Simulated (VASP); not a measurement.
Wanted: the native input for a VASP 6.6.1 run.

* Task: relaxation of cell and atoms
* Functional: PBE
* Potentials or basis: VASP PAW PBE potentials, release 64 (K_sv, C)
* Cutoff: 600 eV
* k mesh: 10 × 10 × 10
* Occupations: gaussian, width 0.1 eV
* Spin: no spin polarisation
* Dipole correction: no
* Further INCAR settings: ALGO = Normal; EDIFF = 1e-06; IBRION = 2; EDIFFG = -0.01; NSW = 100; ISIF = 3

The structure of K3C lies in POSCAR:

```
K3C
1.0
    5.1049891921      0.0000000000      0.0000000000
    0.0000000000      5.1049891921      0.0000000000
    0.0000000000      0.0000000000      5.1049891921
K C
3 1
Direct
    0.0000000000      0.5000000000      0.5000000000
    0.5000000000      0.0000000000      0.5000000000
    0.5000000000      0.5000000000      0.0000000000
    0.0000000000      0.0000000000      0.0000000000
```

One way to write it, as run:

INCAR

```
SYSTEM = K3C
ALGO = Normal
EDIFF = 1E-6
EDIFFG = -0.01
ENCUT = 600
GGA = PE
IBRION = 2
ISIF = 3
ISMEAR = 0
LASPH = .True.
LCHARG = .False.
LREAL = .False.
LWAVE = .False.
NELM = 100
NSW = 100
PREC = Accurate
SIGMA = 0.1
```

KPOINTS

```
k-points
0
Gamma
  10 10 10
  0 0 0
```

Potentials or basis: VASP PAW PBE potentials, release 64 (K_sv, C).

Launch:

```sh
$ cat potpaw_PBE.64/K_sv/POTCAR potpaw_PBE.64/C/POTCAR > POTCAR
$ mpirun -np 1 vasp_std > vasp.out
```

Results of the run:

The relaxed volume is 33.98 Å³/atom. The relaxed cell is a = 5.142 Å, b = 5.142 Å, c = 5.142 Å, α = 90.00°, β = 90.00°, γ = 90.00°. The space group after relaxing (to 0.05 Å) is Pm-3m (No. 221) and the energy gained by relaxing is 0.4 meV/atom. The ionic steps are 3 and the pressure after relaxing is 0.0 GPa.

Wall time 6.2 min on 1 thread of Intel(R) Xeon(R) Platinum 8488C (Sapphire Rapids) (shared host), peak memory 0.37 GiB.
